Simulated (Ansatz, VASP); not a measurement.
# ZrC in VASP and in Ansatz

```xyz
2
Lattice="0.0000 2.1622 2.1622 2.1622 0.0000 2.1622 2.1622 2.1622 0.0000" Properties=species:S:1:pos:R:3 pbc="T T T"
Zr    2.1622    2.1622    2.1622
C     0.0000    0.0000    0.0000
```

Change from the starting cell: strain -0.080 along x and y, -0.080 along z, atoms carried along.

Alike in both runs: task single point; functional PBE; k mesh 18 × 18 × 18; occupations gaussian, width 0.15 eV; no spin polarisation.

```csv
,VASP,Ansatz
version,VASP 6.6.1,Ansatz 0.2.0
potentials or method,"VASP PAW PBE potentials, release 64 (Zr_sv, C), cutoff 520 eV","scalar-relativistic, plane waves, PAW"
valence electrons in the cell,16,16
```

```csv
,VASP,Ansatz,Ansatz less VASP
gap on the k mesh at the Fermi level (eV),none,none,-
pressure (GPa),94.8,94.4,-0.40
```

A gap of «none» marks a metal or a gap that the smearing closes. Both programs put the cell under a high pressure, so it lies far from rest at this level. With one functional, cell and mesh, what is left measures potentials, basis and numerics.

Noted on VASP's run: the cell as given lies far from equilibrium.
